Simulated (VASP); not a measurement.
Write the native input for VASP 6.6.1 that does the following.

- Task: relaxation of cell and atoms
- Functional: r2SCAN
- Potentials or basis: VASP PAW PBE potentials, release 64 (Y_sv)
- Cutoff: 600 eV
- k mesh: 10 × 10 × 6
- Occupations: fermi-dirac, width 0.05 eV
- Spin: no spin polarisation
- Dipole correction: no
- Further INCAR settings: ALGO = Normal; EDIFF = 1e-06; IBRION = 2; EDIFFG = -0.005; NSW = 100; ISIF = 3

The system is Y.

```
CELL_PARAMETERS angstrom
3.74218 0.00000 0.00000
-1.87109 3.24082 0.00000
0.00000 0.00000 5.87951
ATOMIC_POSITIONS crystal
Y 0.33333 0.66667 0.25000
Y 0.66667 0.33333 0.75000
```

These files were run (other wordings do the same):

POSCAR

```
Y
1.0
    3.7421797608      0.0000000000      0.0000000000
   -1.8710898804      3.2408227384      0.0000000000
    0.0000000000      0.0000000000      5.8795128960
Y
2
Direct
    0.3333333333      0.6666666667      0.2500000000
    0.6666666667      0.3333333333      0.7500000000
```

INCAR.step1

```
SYSTEM = Y
PREC     = Accurate       ! precision mode
ENCUT    = 600            ! plane-wave cutoff, eV
ISMEAR   = -1             ! smearing method
SIGMA    = 0.05           ! smearing width, eV
LREAL    = .False.        ! projectors in reciprocal space
LASPH    = .True.         ! aspherical terms in the spheres
NELM     = 60             ! most SCF steps
GGA      = PE             ! functional
ALGO     = Normal         ! electronic algorithm
EDIFF    = 1E-4           ! SCF threshold, eV
LWAVE    = .True.         ! write WAVECAR
LCHARG   = .False.        ! write CHGCAR
```

INCAR.step2

```
SYSTEM = Y
PREC     = Accurate       ! precision mode
ENCUT    = 600            ! plane-wave cutoff, eV
EDIFF    = 1E-6           ! SCF threshold, eV
ISMEAR   = -1             ! smearing method
SIGMA    = 0.05           ! smearing width, eV
LREAL    = .False.        ! projectors in reciprocal space
LASPH    = .True.         ! aspherical terms in the spheres
NELM     = 60             ! most SCF steps
ALGO     = Normal         ! electronic algorithm
ISIF     = 3              ! what is computed and relaxed
LWAVE    = .False.        ! write WAVECAR
LCHARG   = .False.        ! write CHGCAR
METAGGA  = R2SCAN         ! meta-GGA
LMIXTAU  = .True.       
IBRION   = 2              ! ionic algorithm
NSW      = 100            ! ionic steps
EDIFFG   = -0.005         ! ionic threshold
ISTART   = 1
```

KPOINTS

```
regular mesh
0
Gamma
  10 10 6
  0 0 0
```

Potentials or basis: VASP PAW PBE potentials, release 64 (Y_sv).

Launch:

```bash
$ cat potpaw_PBE.64/Y_sv/POTCAR > POTCAR
$ cp INCAR.step1 INCAR
$ mpirun -np 1 vasp_std > vasp.out
$ cp INCAR.step2 INCAR
$ mpirun -np 1 vasp_std > vasp.out
```

Results of the run:

| Quantity | Value |
| --- | --- |
| Relaxed volume | 33.46 Å³/atom |
| Relaxed cell | a = 3.684 Å, b = 3.684 Å, c = 5.692 Å, α = 90.00°, β = 90.00°, γ = 120.00° |
| Space group after relaxing (to 0.1 Å) | P6_3/mmc (No. 194) |
| Energy gained by relaxing | 17.2 meV/atom |
| Ionic steps | 11 |
| Pressure after relaxing | 0.0 GPa |
| Band gap on the k mesh | zero (bands 11 and 12 overlap by 1.68 eV) |

Caveat: the PAW data sets were made with another functional, which shifts forces and pressure a little.

Wall time 17 min on 1 thread of Intel(R) Xeon(R) 6975P-C (Granite Rapids) (shared host), peak memory 0.27 GiB.
